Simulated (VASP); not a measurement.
# Nb2H3 (P-3m1) in VASP: a series of runs

Nb2H3 is run at these levels: PBE; tasks: single point.

Everything below comes from runs of VASP 6.6.1. Logs are shortened: lines on timing, memory, paths and dates and some standing lists are left out, and cuts for length are marked.

### Step 1. The cell of the first run

It takes space group P-3m1 (No. 164, trigonal). Conventional cell: a = 3.095 Å, b = 3.095 Å, c = 5.309 Å, α = 90.00°, β = 90.00°, γ = 120.00°. Within 2.6 Å of Nb (site symmetry 3m) lie 7 H at 1.97 to 2.18 Å. H (site symmetry -3m) has 6 Nb at 2.18 Å and 6 H at 2.73 Å within 2.9 Å. Within 2.6 Å of H (site symmetry 3m) lie 4 Nb at 1.97 to 1.99 Å and 3 H at 2.13 Å.

### Step 2. Single point, PBE

Contents of INCAR:

```
PREC = Accurate
ENCUT = 520
EDIFF = 1E-7
ISMEAR = 0
SIGMA = 0.1
LREAL = False
LASPH = True
NELM = 80
ALGO = Normal
ISIF = 2
LWAVE = False
LCHARG = False
GGA = PE
NBANDS = 22
```

Contents of KPOINTS:

```
regular mesh
0
Gamma
  6 6 4
```

Contents of POSCAR:

```
Nb2H3
1.0
    3.0945238830      0.0000000000      0.0000000000
   -1.5472619415      2.6799362953      0.0000000000
    0.0000000000      0.0000000000      5.3094067733
Nb H
2 3
Direct
    0.3333333333      0.6666666667      0.2351434833
    0.6666666667      0.3333333333      0.7648565167
    0.0000000000      0.0000000000      0.0000000000
    0.3333333333      0.6666666667      0.6100071154
    0.6666666667      0.3333333333      0.3899928846
```

Potentials or basis: VASP PAW PBE potentials, release 64 (Nb_sv, H).

On the command line:

```
$ cat potpaw_PBE.64/Nb_sv/POTCAR potpaw_PBE.64/H/POTCAR > POTCAR
$ mpirun -np 1 vasp_std > vasp.out
```

OUTCAR:

```text
PREC = Accurate
   ENCUT = 520
   EDIFF = 1E-7
   ISMEAR = 0
   LREAL = False
   LASPH = True
   NELM = 80
   ISIF = 2
   GGA = PE

 ion  position               nearest neighbor table
   1  0.333  0.667  0.235-   5 1.97   5 1.97   5 1.97
   2  0.667  0.333  0.765-   4 1.97   4 1.97   4 1.97
   3  0.000  0.000  0.000-
   4  0.333  0.667  0.610-   2 1.97   2 1.97   2 1.97
   5  0.667  0.333  0.390-   1 1.97   1 1.97   1 1.97

  LATTYP: Found a hexagonal cell.
 ALAT       =     3.0945238830
 C/A-ratio  =     1.7157427036

  Lattice vectors:

 A1 = (   3.0945238830,   0.0000000000,   0.0000000000)
 A2 = (  -1.5472619415,   2.6799362953,   0.0000000000)
 A3 = (   0.0000000000,   0.0000000000,   5.3094067733)

Analysis of symmetry for initial positions (statically):
=====================================================================
 Subroutine PRICEL returns:
 Original cell was already a primitive cell.

 Routine SETGRP: Setting up the symmetry group for a
 hexagonal supercell.

 Subroutine GETGRP returns: Found 12 space group operations
 (whereof 12 operations were pure point group operations)
 out of a pool of 24 trial point group operations.

The static configuration has the point symmetry D_3d.

Analysis of symmetry for dynamics (positions and initial velocities):
=====================================================================
 Subroutine PRICEL returns:
 Original cell was already a primitive cell.

 Routine SETGRP: Setting up the symmetry group for a
 hexagonal supercell.

 Subroutine GETGRP returns: Found 12 space group operations
 (whereof 12 operations were pure point group operations)
 out of a pool of 24 trial point group operations.

The dynamic configuration has the point symmetry D_3d.

 Subroutine INISYM returns: Found 12 space group operations
 (whereof 12 operations are pure point group operations),
 and found     1 'primitive' translations

----------------------------------------------------------------------------------------

                                     Primitive cell

  volume of cell :      44.0316

  direct lattice vectors                    reciprocal lattice vectors
     3.094523883  0.000000000  0.000000000     0.323151489  0.186571599  0.000000000
    -1.547261941  2.679936295  0.000000000     0.000000000  0.373143198  0.000000000
     0.000000000  0.000000000  5.309406773     0.000000000  0.000000000  0.188344959

  length of vectors
     3.094523883  3.094523883  5.309406773     0.373143198  0.373143198  0.188344959

  position of ions in fractional coordinates (direct lattice)
     0.333333333  0.666666667  0.235143483
     0.666666667  0.333333333  0.764856517
     0.000000000  0.000000000  0.000000000
     0.333333333  0.666666667  0.610007115
     0.666666667  0.333333333  0.389992885

  ion indices of the primitive-cell ions
   primitive index   ion index
                 1           1
                 2           2
                 3           3
                 4           4
                 5           5

----------------------------------------------------------------------------------------

 KPOINTS: regular mesh

Automatic generation of k-mesh.
 Grid dimensions read from file:
 generate k-points for:    6    6    4

 Generating k-lattice:

  Cartesian coordinates                     Fractional coordinates (reciprocal lattice)
     0.053858581  0.031095267  0.000000000     0.166666667  0.000000000  0.000000000
     0.000000000  0.062190533  0.000000000     0.000000000  0.166666667  0.000000000
     0.000000000  0.000000000  0.047086240     0.000000000  0.000000000  0.250000000

  Length of vectors
     0.062190533  0.062190533  0.047086240

  Shift w.r.t. Gamma in fractional coordinates (k-lattice)
     0.000000000  0.000000000  0.000000000

 Subroutine IBZKPT returns following result:
 ===========================================

 Found     24 irreducible k-points:

 Following reciprocal coordinates:
            Coordinates               Weight
  0.000000  0.000000  0.000000      1.000000
  0.166667 -0.000000  0.000000      6.000000
  0.333333  0.000000  0.000000      6.000000
  0.500000 -0.000000  0.000000      3.000000
  0.166667  0.166667  0.000000      6.000000
  0.333333  0.166667  0.000000     12.000000
[... 16 lines left out ...]
  0.333333  0.166667  0.500000     12.000000
  0.333333  0.333333  0.500000      2.000000
   k-points           NKPTS =     24   k-points in BZ     NKDIM =     24   number of bands    NBANDS=     22
   number of dos      NEDOS =    301   number of ions     NIONS =      5
   total plane-waves  NPLWV =  23040
   dimension x,y,z NGX =    24 NGY =   24 NGZ =   40
   dimension x,y,z NGXF=    48 NGYF=   48 NGZF=   80
   ions per type =               2   3
   NGX,Y,Z   is equivalent  to a cutoff of  12.89, 12.89, 12.52 a.u.
   NGXF,Y,Z  is equivalent  to a cutoff of  25.79, 25.79, 25.05 a.u.
 SYSTEM =  unknown system
   PREC   = accura    normal or accurate (medium, high low for compatibility)
   ISTART =      0    job   : 0-new  1-cont  2-samecut
   ICHARG =      2    charge: 1-file 2-atom 10-const
   ISPIN  =      1    spin polarized calculation?
   LNONCOLLINEAR =      F non collinear calculations
   LSORBIT =      F    spin-orbit coupling
   LASPH  =      T    aspherical Exc in radial PAW
   ENCUT  =  520.0 eV  38.22 Ry    6.18 a.u.   5.75  5.75  9.87*2*pi/ulx,y,z
   NELM   =     80;   NELMIN=  2; NELMDL= -5     # of ELM steps
   EDIFF  = 0.1E-06   stopping-criterion for ELM
   LREAL  =      F    real-space projection
   EDIFFG = 0.1E-05   stopping-criterion for IOM
   NSW    =      0    number of steps for IOM
   IBRION =     -1    ionic relax: 0-MD 1-quasi-New 2-CG
   NFREE  =      0    steps in history (QN), initial steepest desc. (CG)
   ISIF   =      2    stress and relaxation
   ISYM   =      2    0-nonsym 1-usesym 2-fastsym
   POTIM  = 0.5000    time-step for ionic-motion
   TEBEG  =    0.0;   TEEND  =   0.0 temperature during run
   PSTRESS=    0.0 pullay stress
   NELECT =      29.0000    total number of electrons
   NUPDOWN=      -1.0000    fix difference up-down
   EMIN   =  10.00;   EMAX   =-10.00  energy-range for DOS
   EFERMI =   0.00;   METHOD = LEGACY
   ISMEAR =     0;   SIGMA  =   0.10  broadening in eV -4-tet -1-fermi 0-gaus
   EFERMI_NEDOS =   21; number of points for ismear=-14 and -15
   IALGO  =     38    algorithm
   IMIX   =      4    mixing-type and parameters
     AMIX     =   0.40;   BMIX     =  1.00
     AMIX_MAG =   1.60;   BMIX_MAG =  1.00
  volume/ion in A,a.u.               =       8.81        59.43
  Fermi-wavevector in a.u.,A,eV,Ry     =   1.424359  2.691648 27.603471  2.028798
  Thomas-Fermi vector in A             =   2.544858
   LORBIT       =      0    0 simple, 1 ext, 2 COOP (PROOUT), +10 PAW based schemes
   GGA     = PE    functional components
   LHFCALC =     F    Hartree Fock is set to
   AEXX    =    0.0000 exact exchange contribution
   IVDW    =     0    specifies the selected vdW correction
   LEPSILON=     F    determine dielectric tensor
   LRPA    =     F    only Hartree local field effects (RPA)
 non-spin polarized calculation
 Gauss-broadening in eV      SIGMA  =   0.10
  energy-cutoff  :      520.00
  volume of cell :       44.03
 maximum number of plane-waves:      1196
 NGX is ok and might be reduce to    24
   NGX = 11   NGY = 11   NGZ = 19

 number of electron      29.0000005 magnetization

 Free energy of the ion-electron system (eV)
  ---------------------------------------------------
  ext. energy  EPLUGINS =         0.00000000
  ---------------------------------------------------
  free energy    TOTEN  =       -31.47413192 eV

  energy without entropy =      -31.45117045  energy(sigma->0) =      -31.46265118

 E-fermi :  10.2174     XC(G=0): -12.2283

 val. band max:       10.2004395680   @ k =   0.5000  -0.0000   0.2500
 cond. band min:      10.2405376966   @ k =   0.1667  -0.0000   0.0000
 fundamental gap:      0.0400981286
 Fermi energy:        10.2173742473

 k-point     1 :       0.0000    0.0000    0.0000
  band No.  band energies     occupation
      1     -44.7901      2.00000
      2     -44.6904      2.00000
      3     -21.2697      2.00000
      4     -20.5059      2.00000
      5     -20.5027      2.00000
      6     -20.5027      2.00000
[... 14 lines left out ...]
     21      14.0044      0.00000
     22      17.2064      0.00000

 k-point     2 :       0.1667   -0.0000    0.0000
  band No.  band energies     occupation
      1     -44.7624      2.00000
      2     -44.6745      2.00000
      3     -21.1966      2.00000
      4     -20.6932      2.00000
      5     -20.6022      2.00000
      6     -20.5536      2.00000
[... 14 lines left out ...]
     21      15.5311      0.00000
     22      17.2634      0.00000

 k-point     3 :       0.3333    0.0000    0.0000
  band No.  band energies     occupation
      1     -44.7031      2.00000
      2     -44.6458      2.00000
      3     -21.0676      2.00000
      4     -21.0235      2.00000
      5     -20.9325      2.00000
      6     -20.6492      2.00000
[... 14 lines left out ...]
     21      15.7663      0.00000
     22      16.8542      0.00000

 k-point     4 :       0.5000   -0.0000    0.0000
  band No.  band energies     occupation
      1     -44.6683      2.00000
      2     -44.6362      2.00000
      3     -21.2373      2.00000
      4     -21.1170      2.00000
      5     -20.8843      2.00000
      6     -20.6951      2.00000
[... 14 lines left out ...]
     21      16.8143      0.00000
     22      16.8610      0.00000

 k-point     5 :       0.1667    0.1667    0.0000
  band No.  band energies     occupation
      1     -44.7187      2.00000
      2     -44.6523      2.00000
      3     -21.0761      2.00000
      4     -20.8970      2.00000
      5     -20.8755      2.00000
      6     -20.6335      2.00000
[... 14 lines left out ...]
     21      16.1270      0.00000
     22      17.5338      0.00000

 k-point     6 :       0.3333    0.1667    0.0000
  band No.  band energies     occupation
      1     -44.6687      2.00000
      2     -44.6359      2.00000
      3     -21.1398      2.00000
      4     -21.0466      2.00000
      5     -20.8876      2.00000
      6     -20.7795      2.00000
[... 14 lines left out ...]
     21      16.7526      0.00000
     22      17.3967      0.00000

 k-point     7 :       0.3333    0.3333    0.0000
  band No.  band energies     occupation
      1     -44.6412      2.00000
      2     -44.6412      2.00000
      3     -21.0447      2.00000
      4     -20.9849      2.00000
      5     -20.9849      2.00000
      6     -20.8262      2.00000
[... 324 lines left out ...]
      6     -20.6529      2.00000
[... 14 lines left out ...]
     21      16.9521      0.00000
     22      17.5547      0.00000

 k-point    21 :       0.5000   -0.0000    0.5000
  band No.  band energies     occupation
      1     -44.6587      2.00000
      2     -44.6458      2.00000
      3     -21.2795      2.00000
      4     -21.2254      2.00000
      5     -20.7107      2.00000
      6     -20.6597      2.00000
[... 14 lines left out ...]
     21      17.4004      0.00000
     22      17.4399      0.00000

 k-point    22 :       0.1667    0.1667    0.5000
  band No.  band energies     occupation
      1     -44.6990      2.00000
      2     -44.6721      2.00000
      3     -21.0298      2.00000
      4     -21.0006      2.00000
      5     -20.7376      2.00000
      6     -20.6506      2.00000
[... 14 lines left out ...]
     21      16.4958      0.00000
     22      17.9658      0.00000

 k-point    23 :       0.3333    0.1667    0.5000
  band No.  band energies     occupation
      1     -44.6589      2.00000
      2     -44.6457      2.00000
      3     -21.1882      2.00000
      4     -21.1520      2.00000
      5     -20.7950      2.00000
      6     -20.7439      2.00000
[... 14 lines left out ...]
     21      17.7164      0.00000
     22      17.9470      0.00000

 k-point    24 :       0.3333    0.3333    0.5000
  band No.  band energies     occupation
      1     -44.6411      2.00000
      2     -44.6411      2.00000
      3     -21.0988      2.00000
      4     -21.0988      2.00000
      5     -20.9858      2.00000
      6     -20.8871      2.00000
[... 14 lines left out ...]
     21      16.4231      0.00000
     22      18.0389      0.00000

------------------------ aborting loop because EDIFF is reached ----------------------------------------

  FORCE on cell =-STRESS in cart. coord.  units (eV):
  Direction    XX          YY          ZZ          XY          YZ          ZX
  --------------------------------------------------------------------------------------
  -------------------------------------------------------------------------------------
  Total       -0.1003343     -0.1003343     -0.1406004      0.0000000     -0.0000000      0.0000000
  in kB       -3.6508645     -3.6508645     -5.1160285      0.0000000     -0.0000000      0.0000000
  external PRESSURE =      -4.1392525 kB  Pullay stress =       0.0000000 kB

 VOLUME and BASIS-vectors are now :
 -----------------------------------------------------------------------------
  energy-cutoff  :      520.00
  volume of cell :       44.03
      direct lattice vectors                 reciprocal lattice vectors
     3.094523883  0.000000000  0.000000000     0.323151489  0.186571599  0.000000000
    -1.547261941  2.679936295  0.000000000     0.000000000  0.373143198  0.000000000
     0.000000000  0.000000000  5.309406773     0.000000000  0.000000000  0.188344959

 POSITION                                       TOTAL-FORCE (eV/Angst)
 -----------------------------------------------------------------------------------
     -0.00000      1.78662      1.24847         0.000000     -0.000000     -0.012450
      1.54726      0.89331      4.06093        -0.000000      0.000000      0.012450
      0.00000      0.00000      0.00000        -0.000000      0.000000      0.000000
     -0.00000      1.78662      3.23878        -0.000000      0.000000      0.001342
      1.54726      0.89331      2.07063        -0.000000     -0.000000     -0.001342
 -----------------------------------------------------------------------------------
    total drift:                                0.000000     -0.000000      0.000000

  FREE ENERGIE OF THE ION-ELECTRON SYSTEM (eV)
  ---------------------------------------------------
  free  energy   TOTEN  =       -31.4741319224 eV

  energy  without entropy=      -31.4511704455  energy(sigma->0) =      -31.46265118
```

Run time: 11 s. Hardware: 1 thread of Intel Xeon 6975P-C (Granite Rapids), shared host; peak memory 0.16 GiB.

What came out:

| Quantity | Value |
| --- | --- |
| Free energy | -31.4741 eV |
| Pressure | -0.4 GPa |
| Largest force | 0.012 eV/Å |

Forces in eV/Å, atoms in the order of the input:
```
Nb   0.000  0.000 -0.012
Nb   0.000  0.000  0.012
H    0.000  0.000  0.000
H    0.000  0.000  0.001
H    0.000  0.000 -0.001
```

Caveat: the k points lie up to 0.39 Å⁻¹ apart.

### Step 3. Single point, PBE

This run uses another cell than the first one, of 9.77 Å³/atom, 1.109 times its volume.

Contents of INCAR:

```
SYSTEM = Nb2H3
PREC = Accurate
ENCUT = 520
EDIFF = 1E-6
ISMEAR = 0
SIGMA = 0.1
LREAL = .FALSE.
LASPH = .TRUE.
NELM = 80
ALGO = Normal
ISIF = 2
LWAVE = .FALSE.
LCHARG = .FALSE.
GGA = PE
NBANDS = 22
```

Contents of KPOINTS:

```
Automatic mesh
0
G
  6 6 4
  0 0 0
```

Contents of POSCAR:

```
Nb2H3
1.0
    3.3091608084      0.0000000000      0.0000000000
   -1.6545804042      2.8658173252      0.0000000000
    0.0000000000      0.0000000000      5.1485166892
Nb H
2 3
Direct
    0.3333333333      0.6666666667      0.2450000000
    0.6666666667      0.3333333333      0.7550000000
    0.0000000000      0.0000000000      0.0000000000
    0.3333333333      0.6666666667      0.6450000000
    0.6666666667      0.3333333333      0.3550000000
```

Potentials or basis: VASP PAW PBE potentials, release 64 (Nb_sv, H).

On the command line:

```
$ cat potpaw_PBE.64/Nb_sv/POTCAR potpaw_PBE.64/H/POTCAR > POTCAR
$ mpirun -np 1 vasp_std > vasp.out
```

It took 14 s on 1 thread of Intel Xeon 6975P-C (Granite Rapids), shared host; peak memory 0.18 GiB.

Results (log left out):

* Free energy: -31.0688 eV
* Pressure: -15.3 GPa
* Largest force: 0.628 eV/Å

Forces in eV/Å, atoms in the order of the input:
```
Nb   0.000  0.000 -0.628
Nb   0.000  0.000  0.628
H    0.000  0.000  0.000
H    0.000  0.000 -0.434
H    0.000  0.000  0.434
```

Stress tensor (GPa, compression positive):
```
-16.39   0.00   0.00
  0.00 -16.39   0.00
  0.00   0.00 -13.19
```

Levels at points of the mesh, in eV from the Fermi level:
| k point | band 11 | band 12 | band 13 | band 14 | band 15 | band 16 | band 17 | band 18 |
| --- | --- | --- | --- | --- | --- | --- | --- | --- |
| (0.00, 0.00, 0.00) | -4.09 | -0.58 | -0.58 | -0.04 | 0.04 | 0.04 | 0.63 | 0.63 |
| (0.50, 0.00, 0.00) | -5.24 | -2.71 | -0.95 | -0.75 | 0.18 | 2.69 | 2.97 | 3.34 |
| (0.00, 0.00, 0.50) | -3.89 | -1.39 | -0.82 | -0.82 | -0.49 | -0.49 | 2.07 | 2.07 |
| (0.50, 0.00, 0.50) | -4.91 | -3.45 | -1.69 | 0.10 | 0.65 | 0.70 | 2.84 | 2.95 |

Caveat: the k points lie up to 0.37 Å⁻¹ apart.
